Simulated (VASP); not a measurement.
Write the native input for VASP 6.6.1 that does the following.

```
Task                   : single point
Functional             : PBEsol
Potentials or basis    : VASP PAW PBE potentials, release 64 (Si, O)
Cutoff                 : 600 eV
k mesh                 : 6 × 6 × 8
Occupations            : gaussian, width 0.02 eV
Spin                   : no spin polarisation
Dipole correction      : no
Further INCAR settings : ALGO = Normal; EDIFF = 1e-06; NBANDS = 25
```

The structure of SiO2 lies in POSCAR:

```
SiO2
1.0
    4.1945023701      0.0000000000      0.0000000000
    0.0000000000      4.1945023701      0.0000000000
    0.0000000000      0.0000000000      2.6782433353
Si O
2 4
Direct
    0.5000000000      0.5000000000      0.5000000000
    0.0000000000      0.0000000000      0.0000000000
    0.6939453723      0.6939453723      0.0000000000
    0.1939453723      0.8060546277      0.5000000000
    0.3060546277      0.3060546277      0.0000000000
    0.8060546277      0.1939453723      0.5000000000
```

One way to write it, as run:

INCAR

```
SYSTEM = SiO2
PREC = Accurate ; ENCUT = 600
EDIFF = 1E-6 ; ISMEAR = 0
SIGMA = 0.02 ; LREAL = .False.
LASPH = .True. ; NELM = 120
ALGO = Normal ; ISIF = 2
LWAVE = .False. ; LCHARG = .True.
GGA = PS ; LELF = .True.
LVHAR = .True. ; NBANDS = 25
GGA_COMPAT = .False.
```

KPOINTS

```
Automatic mesh
0
Gamma
  6 6 8
  0 0 0
```

Potentials or basis: VASP PAW PBE potentials, release 64 (Si, O).

Command:

```console
$ cat potpaw_PBE.64/Si/POTCAR potpaw_PBE.64/O/POTCAR > POTCAR
$ mpirun -np 1 vasp_std > vasp.out
```

Results of the run:

- Pressure: 0.4 GPa
- Largest force: 0.034 eV/Å
- Band gap on the k mesh: 5.36 eV, direct

Caveat: the PAW data sets were made with another functional, which shifts forces and pressure a little.

It took 20 s on 1 thread of Intel(R) Xeon(R) Platinum 8481C CPU @ 2.70GHz (Sapphire Rapids) (shared host), peak memory 0.2 GiB.
